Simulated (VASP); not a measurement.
# Yb (P6_3/mmc) in VASP: further runs

Runs on Yb. Level: PBE. Tasks: single point.

All numbers are computed with VASP 6.6.1; they aren't measurements. Logs are shortened: lines on timing, memory, paths and dates and some standing lists are left out, and cuts for length are marked.

**1. The cell of the first run**

Symmetry: P6_3/mmc, No. 194, hexagonal system. The conventional cell has a = 2.783 Å, b = 2.783 Å, c = 4.352 Å, α = 90.00°, β = 90.00°, γ = 120.00°. Yb (site symmetry -6m2) has 12 Yb at 2.70 to 2.78 Å within 3.6 Å.

**2. Single point, PBE**

File INCAR:

```
SYSTEM = Yb
PREC = Accurate
ENCUT = 520
EDIFF = 1E-6
ISMEAR = -1
SIGMA = 0.08
LREAL = .FALSE.
LASPH = .TRUE.
NELM = 60
ALGO = Normal
ISIF = 2
LWAVE = .FALSE.
LCHARG = .FALSE.
GGA = PE
NBANDS = 31
```

File KPOINTS:

```
Automatic mesh
0
G
  16 16 9
  0 0 0
```

File POSCAR:

```
Yb
1.0
    2.7829827275      0.0000000000      0.0000000000
   -1.3914913638      2.4101337403      0.0000000000
    0.0000000000      0.0000000000      4.3516585317
Yb
2
Direct
    0.3333333333      0.6666666667      0.2500000000
    0.6666666667      0.3333333333      0.7500000000
```

Potentials or basis: VASP PAW PBE potentials, release 64 (Yb).

Launch:

```console
$ cat potpaw_PBE.64/Yb/POTCAR > POTCAR
$ mpirun -np 1 vasp_std > vasp.out
```

OUTCAR:

```text
SYSTEM = Yb
   PREC = Accurate
   ENCUT = 520
   EDIFF = 1E-6
   ISMEAR = -1
   LREAL = .FALSE.
   LASPH = .TRUE.
   NELM = 60
   ISIF = 2
   GGA = PE

 ion  position               nearest neighbor table
   1  0.333  0.667  0.250-   2 2.70   2 2.70   2 2.70   2 2.70   2 2.70   2 2.70
   2  0.667  0.333  0.750-   1 2.70   1 2.70   1 2.70   1 2.70   1 2.70   1 2.70

  LATTYP: Found a hexagonal cell.
 ALAT       =     2.7829827275
 C/A-ratio  =     1.5636671003

  Lattice vectors:

 A1 = (   2.7829827275,   0.0000000000,   0.0000000000)
 A2 = (  -1.3914913638,   2.4101337403,   0.0000000000)
 A3 = (   0.0000000000,   0.0000000000,   4.3516585317)

Analysis of symmetry for initial positions (statically):
=====================================================================
 Subroutine PRICEL returns:
 Original cell was already a primitive cell.

 Routine SETGRP: Setting up the symmetry group for a
 hexagonal supercell.

 Subroutine GETGRP returns: Found 24 space group operations
 (whereof 12 operations were pure point group operations)
 out of a pool of 24 trial point group operations.

The static configuration has the point symmetry D_3d.
 The point group associated with its full space group is D_6h.

Analysis of symmetry for dynamics (positions and initial velocities):
=====================================================================
 Subroutine PRICEL returns:
 Original cell was already a primitive cell.

 Routine SETGRP: Setting up the symmetry group for a
 hexagonal supercell.

 Subroutine GETGRP returns: Found 24 space group operations
 (whereof 12 operations were pure point group operations)
 out of a pool of 24 trial point group operations.

The dynamic configuration has the point symmetry D_3d.
 The point group associated with its full space group is D_6h.

 Subroutine INISYM returns: Found 24 space group operations
 (whereof 12 operations are pure point group operations),
 and found     1 'primitive' translations

----------------------------------------------------------------------------------------

                                     Primitive cell

  volume of cell :      29.1881

  direct lattice vectors                    reciprocal lattice vectors
     2.782982727  0.000000000  0.000000000     0.359326700  0.207457367  0.000000000
    -1.391491364  2.410133740  0.000000000     0.000000000  0.414914734  0.000000000
     0.000000000  0.000000000  4.351658532     0.000000000  0.000000000  0.229797442

  length of vectors
     2.782982727  2.782982728  4.351658532     0.414914734  0.414914734  0.229797442

  position of ions in fractional coordinates (direct lattice)
     0.333333333  0.666666667  0.250000000
     0.666666667  0.333333333  0.750000000

  ion indices of the primitive-cell ions
   primitive index   ion index
                 1           1
                 2           2

----------------------------------------------------------------------------------------

 KPOINTS: Automatic mesh

Automatic generation of k-mesh.
 Grid dimensions read from file:
 generate k-points for:   16   16    9

 Generating k-lattice:

  Cartesian coordinates                     Fractional coordinates (reciprocal lattice)
     0.022457919  0.012966085  0.000000000     0.062500000  0.000000000  0.000000000
     0.000000000  0.025932171  0.000000000     0.000000000  0.062500000  0.000000000
     0.000000000  0.000000000  0.025533049     0.000000000  0.000000000  0.111111111

  Length of vectors
     0.025932171  0.025932171  0.025533049

  Shift w.r.t. Gamma in fractional coordinates (k-lattice)
     0.000000000  0.000000000  0.000000000

 Subroutine IBZKPT returns following result:
 ===========================================

 Found    150 irreducible k-points:

 Following reciprocal coordinates:
            Coordinates               Weight
  0.000000  0.000000  0.000000      1.000000
  0.062500  0.000000  0.000000      6.000000
  0.125000  0.000000  0.000000      6.000000
  0.187500 -0.000000  0.000000      6.000000
  0.250000  0.000000  0.000000      6.000000
  0.312500  0.000000  0.000000      6.000000
[... 16 lines left out ...]
  0.187500  0.187500  0.000000      6.000000
  0.250000  0.187500  0.000000     12.000000
 [... further k-points ...]
   k-points           NKPTS =    150   k-points in BZ     NKDIM =    150   number of bands    NBANDS=     31
   number of dos      NEDOS =    301   number of ions     NIONS =      2
   total plane-waves  NPLWV =  18432
   dimension x,y,z NGX =    24 NGY =   24 NGZ =   32
   dimension x,y,z NGXF=    48 NGYF=   48 NGZF=   64
   ions per type =               2
   NGX,Y,Z   is equivalent  to a cutoff of  14.34, 14.34, 12.22 a.u.
   NGXF,Y,Z  is equivalent  to a cutoff of  28.67, 28.67, 24.45 a.u.
 SYSTEM =  Yb
   PREC   = accura    normal or accurate (medium, high low for compatibility)
   ISTART =      0    job   : 0-new  1-cont  2-samecut
   ICHARG =      2    charge: 1-file 2-atom 10-const
   ISPIN  =      1    spin polarized calculation?
   LNONCOLLINEAR =      F non collinear calculations
   LSORBIT =      F    spin-orbit coupling
   LASPH  =      T    aspherical Exc in radial PAW
   ENCUT  =  520.0 eV  38.22 Ry    6.18 a.u.   5.17  5.17  8.09*2*pi/ulx,y,z
   NELM   =     60;   NELMIN=  2; NELMDL= -5     # of ELM steps
   EDIFF  = 0.1E-05   stopping-criterion for ELM
   LREAL  =      F    real-space projection
   EDIFFG = 0.1E-04   stopping-criterion for IOM
   NSW    =      0    number of steps for IOM
   IBRION =     -1    ionic relax: 0-MD 1-quasi-New 2-CG
   NFREE  =      0    steps in history (QN), initial steepest desc. (CG)
   ISIF   =      2    stress and relaxation
   ISYM   =      2    0-nonsym 1-usesym 2-fastsym
   POTIM  = 0.5000    time-step for ionic-motion
   TEBEG  =    0.0;   TEEND  =   0.0 temperature during run
   PSTRESS=    0.0 pullay stress
   NELECT =      48.0000    total number of electrons
   NUPDOWN=      -1.0000    fix difference up-down
   EMIN   =  10.00;   EMAX   =-10.00  energy-range for DOS
   EFERMI =   0.00;   METHOD = LEGACY
   ISMEAR =    -1;   SIGMA  =   0.08  broadening in eV -4-tet -1-fermi 0-gaus
   EFERMI_NEDOS =   21; number of points for ismear=-14 and -15
   IALGO  =     38    algorithm
   IMIX   =      4    mixing-type and parameters
     AMIX     =   0.40;   BMIX     =  1.00
     AMIX_MAG =   1.60;   BMIX_MAG =  1.00
  volume/ion in A,a.u.               =      14.59        98.49
  Fermi-wavevector in a.u.,A,eV,Ry     =   1.932353  3.651617 50.803982  3.733987
  Thomas-Fermi vector in A             =   2.964129
   LORBIT       =      0    0 simple, 1 ext, 2 COOP (PROOUT), +10 PAW based schemes
   GGA     = PE    functional components
   LHFCALC =     F    Hartree Fock is set to
   AEXX    =    0.0000 exact exchange contribution
   IVDW    =     0    specifies the selected vdW correction
   LEPSILON=     F    determine dielectric tensor
   LRPA    =     F    only Hartree local field effects (RPA)
 non-spin polarized calculation
  energy-cutoff  :      520.00
  volume of cell :       29.19
 maximum number of plane-waves:       798
 NGX is ok and might be reduce to    24
   NGX = 11   NGY = 11   NGZ = 17

 number of electron      47.9999985 magnetization

 Free energy of the ion-electron system (eV)
  ---------------------------------------------------
  ext. energy  EPLUGINS =         0.00000000
  ---------------------------------------------------
  free energy    TOTEN  =        -1.83322282 eV

  energy without entropy =       -1.79812476  energy(sigma->0) =       -1.81567379

 E-fermi :   5.4644     XC(G=0): -14.4159

 val. band max:        5.4526091310   @ k =   0.3125   0.3125   0.4444
 cond. band min:       5.4668036735   @ k =   0.2500   0.2500   0.1111
 fundamental gap:      0.0141945425
 Fermi energy:         5.4644013515

 k-point     1 :       0.0000    0.0000    0.0000
  band No.  band energies     occupation
      1     -46.7343      2.00000
      2     -45.9642      2.00000
      3     -21.1742      2.00000
      4     -17.4412      2.00000
      5     -17.4412      2.00000
      6     -16.7943      2.00000
[... 23 lines left out ...]
     30      11.4869      0.00000
     31      11.4871      0.00000

 k-point     2 :       0.0625    0.0000    0.0000
  band No.  band energies     occupation
      1     -46.7143      2.00000
      2     -45.9564      2.00000
      3     -21.1269      2.00000
      4     -17.5792      2.00000
      5     -17.4858      2.00000
      6     -16.9397      2.00000
[... 23 lines left out ...]
     30      10.9853      0.00000
     31      11.2530      0.00000

 k-point     3 :       0.1250    0.0000    0.0000
  band No.  band energies     occupation
      1     -46.6564      2.00000
      2     -45.9347      2.00000
      3     -20.9873      2.00000
      4     -17.9635      2.00000
      5     -17.6069      2.00000
      6     -17.3309      2.00000
[... 23 lines left out ...]
     30      10.7170      0.00000
     31      11.2373      0.00000

 k-point     4 :       0.1875   -0.0000    0.0000
  band No.  band energies     occupation
      1     -46.5667      2.00000
      2     -45.9042      2.00000
      3     -20.7631      2.00000
      4     -18.5153      2.00000
      5     -17.8646      2.00000
      6     -17.7755      2.00000
[... 23 lines left out ...]
     30      11.1560      0.00000
     31      11.6018      0.00000

 k-point     5 :       0.2500    0.0000    0.0000
  band No.  band energies     occupation
      1     -46.4549      2.00000
      2     -45.8724      2.00000
      3     -20.4678      2.00000
      4     -19.1319      2.00000
      5     -18.4348      2.00000
      6     -17.9604      2.00000
[... 23 lines left out ...]
     30      11.9395      0.00000
     31      12.7404      0.00000
[... 542 lines left out ...]
     30      16.1341      0.00000
     31      17.0836      0.00000

 k-point    22 :       0.4375    0.1250    0.0000
  band No.  band energies     occupation
      1     -46.0651      2.00000
      2     -45.8504      2.00000
      3     -20.4688      2.00000
      4     -19.6258      2.00000
      5     -19.1986      2.00000
      6     -18.6813      2.00000
[... 23 lines left out ...]
     30      17.0882      0.00000
     31      17.5948      0.00000

 k-point    23 :       0.1875    0.1875    0.0000
  band No.  band energies     occupation
      1     -46.3055      2.00000
      2     -45.8427      2.00000
      3     -20.0397      2.00000
      4     -19.4113      2.00000
      5     -19.3099      2.00000
      6     -18.1258      2.00000
[... 23 lines left out ...]
     30      12.9138      0.00000
     31      14.4774      0.00000

 k-point    24 :       0.2500    0.1875    0.0000
  band No.  band energies     occupation
      1     -46.1980      2.00000
      2     -45.8346      2.00000
      3     -19.8298      2.00000
      4     -19.6974      2.00000
      5     -19.4730      2.00000
      6     -18.4240      2.00000
[... 23 lines left out ...]
     30      13.8039      0.00000
     31      15.8950      0.00000

 [... further k-points ...]
[... 5 lines left out ...]
  --------------------------------------------------------------------------------------
  -------------------------------------------------------------------------------------
  Total       15.5291148     15.5291148     15.5685518     -0.0000000     -0.0000000     -0.0000000
  in kB      852.4144845    852.4144845    854.5792315     -0.0000000     -0.0000000     -0.0000000
  external PRESSURE =     853.1360668 kB  Pullay stress =       0.0000000 kB

 VOLUME and BASIS-vectors are now :
 -----------------------------------------------------------------------------
  energy-cutoff  :      520.00
  volume of cell :       29.19
      direct lattice vectors                 reciprocal lattice vectors
     2.782982727  0.000000000  0.000000000     0.359326700  0.207457367  0.000000000
    -1.391491364  2.410133740  0.000000000     0.000000000  0.414914734  0.000000000
     0.000000000  0.000000000  4.351658532     0.000000000  0.000000000  0.229797442

 POSITION                                       TOTAL-FORCE (eV/Angst)
 -----------------------------------------------------------------------------------
     -0.00000      1.60676      1.08791         0.000000      0.000000     -0.000000
      1.39149      0.80338      3.26374         0.000000      0.000000      0.000000
 -----------------------------------------------------------------------------------
    total drift:                               -0.000000      0.000000     -0.000000

  FREE ENERGIE OF THE ION-ELECTRON SYSTEM (eV)
  ---------------------------------------------------
  free  energy   TOTEN  =        -1.8332228200 eV

  energy  without entropy=       -1.7981247566  energy(sigma->0) =       -1.81567379
```

It took 2.2 min on 1 thread of Intel Xeon 6975P-C (Granite Rapids), shared host; peak memory 0.25 GiB.

What came out:

```yaml
Free_energy: -1.8332 eV
Pressure: 85.3 GPa
Band_gap_on_the_k_mesh: zero (band 24 reaches 5.95 eV, above the bottom of band 25 at 4.82 eV)
```

Caveat: spin-orbit coupling is left out, which moves the levels of the heavy elements.

**3. Single point, PBE**

File INCAR:

```
ALGO = Normal
EDIFF = 1E-6
ENCUT = 520
GGA = PE
ISIF = 2
ISMEAR = -1
LASPH = T
LCHARG = F
LREAL = F
LWAVE = F
NBANDS = 31
NELM = 80
PREC = Accurate
SIGMA = 0.08
```

File KPOINTS:

```
k-points
0
Gamma
  16 16 9
```

POSCAR is that of step 2.

Potentials or basis: VASP PAW PBE potentials, release 64 (Yb).

Launch:

```console
$ cat potpaw_PBE.64/Yb/POTCAR > POTCAR
$ mpirun -np 1 vasp_std > vasp.out
```

Wall time 2.1 min (1 thread of Intel Xeon 6975P-C (Granite Rapids), shared host); peak memory 0.25 GiB.

Results (log left out):

```
Free energy            : -1.8332 eV
Pressure               : 85.3 GPa
Band gap on the k mesh : zero (band 24 reaches 5.95 eV, above the bottom of band 25 at 4.82 eV)
```

Stress tensor (GPa, compression positive):
```
85.24  0.00  0.00
 0.00 85.24  0.00
 0.00  0.00 85.46
```

Levels at points of the mesh, in eV from the Fermi level:
| k point | band 21 | band 22 | band 23 | band 24 | band 25 | band 26 | band 27 | band 28 |
| --- | --- | --- | --- | --- | --- | --- | --- | --- |
| (0.00, 0.00, 0.00) | -0.89 | -0.89 | -0.70 | -0.67 | 3.22 | 3.22 | 4.15 | 4.93 |
| (0.50, 0.00, 0.00) | -0.89 | -0.81 | -0.78 | -0.71 | -0.65 | 2.45 | 3.98 | 4.75 |

Caveat: spin-orbit coupling is left out, which moves the levels of the heavy elements.
